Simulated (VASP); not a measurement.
Input of a VASP 6.6.1 run:

Contents of INCAR:

```
ALGO     = Normal         # electronic algorithm
EDIFF    = 1E-8           # SCF threshold, eV
ENCUT    = 520            # plane-wave cutoff, eV
GGA      = PE             # functional
ISIF     = 2              # what is computed and relaxed
ISMEAR   = -1             # smearing method
LASPH    = T              # aspherical terms in the spheres
LCHARG   = F              # write CHGCAR
LEFG     = T            
LREAL    = F              # projectors in reciprocal space
LWAVE    = F              # write WAVECAR
NBANDS   = 33             # bands
NELM     = 100            # most SCF steps
PREC     = Accurate       # precision mode
SIGMA    = 0.05           # smearing width, eV
```

File KPOINTS:

```
k-points
0
Gamma
  7 7 10
```

The input POSCAR:

```
TiO2
1.0
    4.5940000000      0.0000000000      0.0000000000
    0.0000000000      4.5940000000      0.0000000000
    0.0000000000      0.0000000000      2.9294100000
Ti O
2 4
Direct
    0.0000000000      0.0000000000      0.0000000000
    0.5000000000      0.5000000000      0.5000000000
    0.3060000000      0.3060000000      0.0000000000
    0.1940000000      0.8060000000      0.5000000000
    0.6940000000      0.6940000000      0.0000000000
    0.8060000000      0.1940000000      0.5000000000
```

Potentials or basis: VASP PAW PBE potentials, release 64 (Ti_sv, O).

Command:

```sh
$ cat potpaw_PBE.64/Ti_sv/POTCAR potpaw_PBE.64/O/POTCAR > POTCAR
$ mpirun -np 1 vasp_std > vasp.out
```

(1) What does it give for the band gap on the k mesh?

(2) Predict the pressure.

(3) What does it give for the largest force?

## Answers

(1) 1.96 eV.

(2) 9.2 GPa.

(3) 0.337 eV/Å.

Caveat: the cell differs from its parent crystal (zz strain of -1 %); the cell stands under pressure; without QUAD_EFG the Cq values of the log hold for a quadrupole moment of 1 mb, not for the nuclei; an odd mesh through Γ misses points on the zone boundary, where band edges can lie.
